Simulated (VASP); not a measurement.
A run of VASP 6.6.1:

The input INCAR:

```
  ALGO = Normal
  EDIFF = 1E-7
  ENCUT = 520
  ISIF = 2
  ISMEAR = 1
  LASPH = True
  LCHARG = False
  LREAL = False
  LWAVE = False
  NBANDS = 14
  NELM = 80
  PREC = Accurate
  SIGMA = 0.1
```

Contents of KPOINTS:

```
k-points
0
Gamma
  6 6 6
```

POSCAR

```
Bi
1.0
   -4.2317741203      4.2317741203      1.4533607249
    4.2317741203     -4.2317741203      1.4533607249
    4.2317741203      4.2317741203     -1.4533607249
Bi
1
Direct
    0.0000000000      0.0000000000      0.0000000000
```

Potentials or basis: VASP PAW LDA potentials, release 64 (Bi_d).

Run with:

```bash
$ cat potpaw_LDA.64/Bi_d/POTCAR > POTCAR
$ mpirun -np 1 vasp_std > vasp.out
```

Hardware: 1 thread of Intel Xeon 8259CL, with other jobs on the host.

**Question.** How long does it take, and how much memory?

**Answer.** Wall time 110 s on 1 thread of Intel Xeon 8259CL (shared host), peak memory 0.25 GiB. Counts: scf iterations 14, k points 30.
